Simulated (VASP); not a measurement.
Input of a VASP 6.6.1 run:

File INCAR:

```
  PREC = Accurate
  ENCUT = 600
  EDIFF = 1E-6
  ISMEAR = -1
  SIGMA = 0.05
  LREAL = F
  LASPH = T
  NELM = 150
  ALGO = Normal
  ISIF = 3
  LWAVE = F
  LCHARG = F
  LNONCOLLINEAR = T
  MAGMOM = 0 0 0
  LORBIT = 11
  LSORBIT = T
  GGA_COMPAT = F
  LORBMOM = T
  GGA = PE
  IBRION = 2
  NSW = 60
  EDIFFG = -0.005
```

The input KPOINTS:

```
Automatic mesh
0
Gamma
  15 15 15
```

POSCAR

```
Pb
1.0
   -1.9982067259      1.9982067259      1.9982067259
    1.9982067259     -1.9982067259      1.9982067259
    1.9982067259      1.9982067259     -1.9982067259
Pb
1
Direct
    0.0000000000      0.0000000000      0.0000000000
```

Potentials or basis: VASP PAW PBE potentials, release 64 (Pb_d).

The run is started by

```console
$ cat potpaw_PBE.64/Pb_d/POTCAR > POTCAR
$ mpirun -np 1 vasp_ncl > vasp.out
```

Task: What does it give for the relaxed volume?

Result: 32.18 Å³/atom.

Task: Predict the relaxed cell.

Result: a = 3.471 Å, b = 3.471 Å, c = 3.471 Å, α = 109.47°, β = 109.47°, γ = 109.47°.

Task: Estimate the net moment.

Result: 0.00 μB per cell.

Task: Predict the space group after relaxing (to 0.1 Å).

Result: Im-3m (No. 229).

Final structure:
```
Pb
1.0
    -2.00372    2.00372    2.00372
     2.00372   -2.00372    2.00372
     2.00372    2.00372   -2.00372
Pb
1
Direct
  0.00000 0.00000 0.00000
```
